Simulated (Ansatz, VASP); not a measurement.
# One calculation of InP, two programs

File INCAR:

```
PREC = Accurate
ENCUT = 500
EDIFF = 1E-6
ISMEAR = 0
SIGMA = 0.01
LREAL = F
LASPH = T
NELM = 120
ALGO = Normal
ISIF = 2
LWAVE = F
LCHARG = F
GGA = PS
NBANDS = 16
GGA_COMPAT = F
```

Contents of KPOINTS:

```
Automatic mesh
0
Gamma
  6 6 6
```

File POSCAR:

```
InP
1.0
    0.0000000000      2.9392392491      2.9392392491
    2.9392392491      0.0000000000      2.9392392491
    2.9392392491      2.9392392491      0.0000000000
In P
1 1
Direct
    0.0000000000      0.0000000000      0.0000000000
    0.7500000000      0.7500000000      0.7500000000
```

Input for Ansatz:

```yaml
crystal:
  lattice:
    - [0.0, 2.93923924913, 2.93923924913]
    - [2.93923924913, 0.0, 2.93923924913]
    - [2.93923924913, 2.93923924913, 0.0]
  atoms:
    - { symbol: In, position: [0.0, 0.0, 0.0] }
    - { symbol: P, position: [0.75, 0.75, 0.75] }
kpoints:
  mp_grid: { grid: [6, 6, 6] }
scf:
  occupations: { method: fixed }
  convergence: { dr2_threshold: 1.0e-10 }
hamiltonian:
  xc: pbesol
  pseudopotentials: { kind: all_electron, lapw: { basis_error: 0.0005 } }
output:
  forces: true
  stress: true
  eigenstates:
    kpoints:
      - [0.0, 0.0, 0.0]
      - [0.5, 0.5, 0.0]
      - [0.5, 0.0, 0.5]
      - [0.0, 0.5, 0.5]
      - [0.0, 0.5, 0.0]
      - [0.5, 0.0, 0.0]
      - [0.0, 0.0, 0.5]
      - [0.5, 0.5, 0.5]
  eigenvalues: true
```

Change from the starting cell: unstrained.

Alike in both runs: task single point; functional PBEsol; k mesh 6 × 6 × 6; no spin polarisation.

|  | VASP | Ansatz |
| --- | --- | --- |
| version | VASP 6.6.1 | Ansatz 0.2.0 |
| potentials or method | VASP PAW PBE potentials, release 64 (In_d, P), cutoff 500 eV | all-electron LAPW, scalar-relativistic |
| occupations | gaussian, width 0.01 eV | fixed |

|  | VASP | Ansatz | Ansatz less VASP |
| --- | --- | --- | --- |
| gap on the k mesh at the Fermi level (eV) | 0.56 | 0.56 | 0.000 |
| pressure (GPa) | 0.0 | 0.0 | +0.01 |

VASP's potentials were made for PBE, not for PBEsol. Ansatz ran all-electron here, and VASP with PAW potentials.
